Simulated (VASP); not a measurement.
A run of VASP 6.6.1 is set up as follows.

The input INCAR:

```
PREC = Accurate
ENCUT = 600
EDIFF = 1E-6
ISMEAR = 0
SIGMA = 0.1
LREAL = F
LASPH = T
NELM = 60
ALGO = Normal
ISIF = 3
LWAVE = F
LCHARG = F
GGA = PE
IBRION = 2
NSW = 90
EDIFFG = -0.04
```

Contents of KPOINTS:

```
regular mesh
0
Gamma
  6 6 6
```

File POSCAR:

```
TiOs3
1.0
    0.0000000000      3.1093065800      3.1093065800
    3.1093065800      0.0000000000      3.1093065800
    3.1093065800      3.1093065800      0.0000000000
Ti Os
1 3
Direct
    0.5000000000      0.5000000000      0.5000000000
    0.2500000000      0.2500000000      0.2500000000
    0.7500000000      0.7500000000      0.7500000000
    0.0000000000      0.0000000000      0.0000000000
```

Potentials or basis: VASP PAW PBE potentials, release 64 (Ti_sv, Os).

Launch:

```bash
$ cat potpaw_PBE.64/Ti_sv/POTCAR potpaw_PBE.64/Os/POTCAR > POTCAR
$ mpirun -np 1 vasp_std > vasp.out
```

Q: What does it give for the relaxed volume?

A: 14.81 Å³/atom.

Q: Estimate the relaxed cell.

A: a = 4.376 Å, b = 4.376 Å, c = 4.376 Å, α = 60.00°, β = 60.00°, γ = 60.00°.

Q: What does it give for the space group after relaxing (to 0.05 Å)?

A: Fm-3m (No. 225).

Q: Predict the band gap on the k mesh.

A: Zero (band 18 reaches 9.57 eV, above the bottom of band 19 at 9.02 eV).

Final structure:
```cif
data_structure
_symmetry_space_group_name_H-M 'P 1'
_symmetry_Int_Tables_number 1
_cell_length_a 4.3758
_cell_length_b 4.3758
_cell_length_c 4.3758
_cell_angle_alpha 60.000
_cell_angle_beta 60.000
_cell_angle_gamma 60.000
_cell_volume 59.25
loop_
_atom_site_label
_atom_site_type_symbol
_atom_site_fract_x
_atom_site_fract_y
_atom_site_fract_z
_atom_site_occupancy
Ti1 Ti 0.50000 0.50000 0.50000 1
Os1 Os 0.25000 0.25000 0.25000 1
Os2 Os 0.75000 0.75000 0.75000 1
Os3 Os 0.00000 0.00000 0.00000 1
```

Caveat: spin-orbit coupling is left out, which moves the levels of the heavy elements.
